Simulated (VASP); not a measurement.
## CrO2: single point with PBE

Crystal: CrO2.

```
Cr O
1.0
     4.44391    0.00000    0.00000
     0.00000    4.44391    0.00000
     0.00000    0.00000    2.92175
Cr O
2 4
Cartesian
  0.0000 0.0000 0.0000
  2.2220 2.2220 1.4609
  1.3494 1.3494 0.0000
  0.8725 3.5714 1.4609
  3.0945 3.0945 0.0000
  3.5714 0.8725 1.4609
```

| Item | Value |
| --- | --- |
| Program | VASP 6.6.1 |
| Task | single point |
| Functional | PBE |
| Potentials or basis | VASP PAW PBE potentials, release 64 (Cr_pv, O) |
| Cutoff | 520 eV |
| k mesh | 6 × 6 × 10 |
| Occupations | gaussian, width 0.05 eV |
| Spin | collinear spin, ferromagnetic start |
| Starting moments | [2.0, 2.0, 0.0, 0.0, 0.0, 0.0] μB |
| Dipole correction | no |
| Further INCAR settings | ALGO = Normal; EDIFF = 1e-06; NBANDS = 37 |

- Pressure: 0.6 GPa
- Largest force: 0.021 eV/Å
- Band gap on the k mesh: zero (filled and empty bands overlap)
- Net moment: 4.00 μB per cell
- Site moments: Cr +2.11; O -0.08 μB
- Valence electrons inside the program's atomic spheres: Cr 10.83; O 5.03

Forces in eV/Å, atoms in the order of the input:
```
Cr   0.000  0.000  0.000
Cr   0.000  0.000  0.000
O   -0.015 -0.015  0.000
O    0.015 -0.015  0.000
O    0.015  0.015  0.000
O   -0.015  0.015  0.000
```

Stress tensor (GPa, compression positive):
```
0.52 0.00 0.00
0.00 0.52 0.00
0.00 0.00 0.79
```

Levels at points of the mesh, in eV from the Fermi level:
Spin up:
```tsv
k point	band 24	band 25	band 26	band 27	band 28	band 29
(0.00, 0.00, 0.00)	-1.12	-1.12	-1.09	-0.52	1.08	1.18
(0.50, 0.00, 0.00)	-0.76	-0.33	-0.33	0.36	0.36	3.26
(0.50, 0.50, 0.00)	-1.45	-1.10	-1.10	0.90	0.90	2.68
(0.00, 0.00, 0.50)	-0.69	-0.02	-0.02	0.77	0.77	2.42
(0.50, 0.00, 0.50)	-1.42	-0.69	-0.69	0.94	0.94	1.65
(0.50, 0.50, 0.50)	-0.69	-0.24	-0.24	0.10	0.10	2.96
```
Spin down:
```
           k point  band 20  band 21  band 22  band 23  band 24  band 25
(0.00, 0.00, 0.00)    -1.34    -1.34    -0.91     0.99     0.99     1.23
(0.50, 0.00, 0.00)    -2.80    -1.70    -1.70     1.64     1.64     1.80
(0.50, 0.50, 0.00)    -2.48    -2.13    -2.13     1.00     1.00     1.25
(0.00, 0.00, 0.50)    -3.49    -2.55    -2.55     1.66     1.66     2.13
(0.50, 0.00, 0.50)    -3.07    -2.02    -2.02     0.72     0.72     2.16
(0.50, 0.50, 0.50)    -2.32    -1.63    -1.63     1.32     1.32     2.00
```

Run time: 2.8 min on 1 thread of Intel(R) Xeon(R) Platinum 8488C (Sapphire Rapids), with other jobs on the host, peak memory 0.31 GiB.

Caveat: semilocal functionals often make such compounds metallic where correlation or magnetic order opens a gap, which also shifts bond lengths; only a ferromagnetic start was run, and an antiferromagnetic order may lie lower in energy. With open d or f shells a metallic result of PBE can be an artefact of self-interaction; +U or a hybrid may open a gap.
